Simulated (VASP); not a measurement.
## BP: single point with PBEsol

System: BP, a slab with vacuum.

```
B P
1.0
     3.19624    0.00000    0.00000
     0.00000    9.04035    0.00000
     0.00000    0.00000   21.39249
B P
10 10
Cartesian
  1.5981 6.7803 7.5000
  1.5981 2.2601 7.5000
  0.0000 4.5202 9.0981
  0.0000 0.0000 9.0981
  1.5985 2.2339 10.6902
  1.5987 6.7542 10.6903
  0.0003 -0.0051 12.3136
  0.0009 4.5149 12.3134
  1.5981 6.5094 13.5457
  1.5998 1.9895 13.5458
  0.0000 1.1300 7.5000
  0.0000 5.6502 7.5000
  1.5981 7.9103 9.0981
  1.5981 3.3901 9.0981
  0.0006 5.6361 10.6987
  0.0003 1.1159 10.6987
  1.5991 3.4093 12.2923
  1.5984 7.9295 12.2926
  0.0015 1.0536 14.0364
  0.0000 5.5735 14.0362
```

```yaml
Program: VASP 6.6.1
Task: single point
Functional: PBEsol
Potentials_or_basis: VASP PAW PBE potentials, release 64 (B, P)
Cutoff: 520 eV
k_mesh: 8 × 3 × 1
Occupations: gaussian, width 0.05 eV
Spin: no spin polarisation
```

```yaml
Largest_force: 2.880 eV/Å
Band_gap_on_the_k_mesh: 0.06 eV
```

Forces in eV/Å, atoms in the order of the input:
```
B    0.000 -1.691  2.332
B    0.000 -1.691  2.332
B    0.001 -0.091  0.491
B    0.001 -0.091  0.491
B    0.000  0.008 -0.004
B   -0.001  0.008 -0.004
B    0.000  0.007 -0.003
B    0.000  0.007 -0.003
B    0.001 -0.023  0.004
B   -0.002 -0.024  0.004
P    0.000  1.085 -1.559
P    0.000  1.085 -1.559
P    0.002  0.692 -1.289
P    0.001  0.692 -1.290
P   -0.002  0.004  0.008
P   -0.001  0.002  0.007
P   -0.001  0.019 -0.007
P    0.000  0.019 -0.008
P    0.000 -0.008  0.031
P    0.000 -0.008  0.031
```

Levels at points of the mesh, in eV from the valence-band top:
```
           k point  band 37  band 38  band 39  band 40  band 41  band 42  band 43  band 44
(0.00, 0.00, 0.00)    -0.72    -0.32    -0.17     0.00     0.35     1.15     1.25     1.72
(0.50, 0.00, 0.00)    -1.41    -1.01    -0.57    -0.15     0.06     0.30     0.33     1.29
```

Run time: 12 min on 1 thread of Intel(R) Xeon(R) Platinum 8488C (Sapphire Rapids) (shared host), peak memory 0.69 GiB.

Caveat: the PAW data sets were made with another functional, which shifts forces and pressure a little.
